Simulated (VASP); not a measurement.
A run of VASP 6.6.1 is set up as follows.

The input INCAR:

```
SYSTEM = Zr
PREC = Accurate
ENCUT = 520
EDIFF = 1E-7
ISMEAR = -1
SIGMA = 0.05
LREAL = .FALSE.
LASPH = .TRUE.
NELM = 60
ALGO = Normal
ISIF = 2
LWAVE = .FALSE.
LCHARG = .FALSE.
GGA = PE
NBANDS = 19
```

Contents of KPOINTS:

```
regular mesh
0
G
  11 11 11
  0 0 0
```

POSCAR

```
Zr
1.0
    0.0000000000      2.9118942693      2.9118942693
    2.9118942693      0.0000000000      2.9118942693
    2.9118942693      2.9118942693      0.0000000000
Zr
2
Direct
   -0.1250000000     -0.1250000000     -0.1250000000
    0.1250000000      0.1250000000      0.1250000000
```

Potentials or basis: VASP PAW PBE potentials, release 64 (Zr_sv).

Command:

```bash
$ cat potpaw_PBE.64/Zr_sv/POTCAR > POTCAR
$ mpirun -np 1 vasp_std > vasp.out
```

What does it give for the pressure?

11.3 GPa.

Predict the band gap on the k mesh.

zero (band 12 reaches 8.11 eV, above the bottom of band 13 at 7.49 eV).
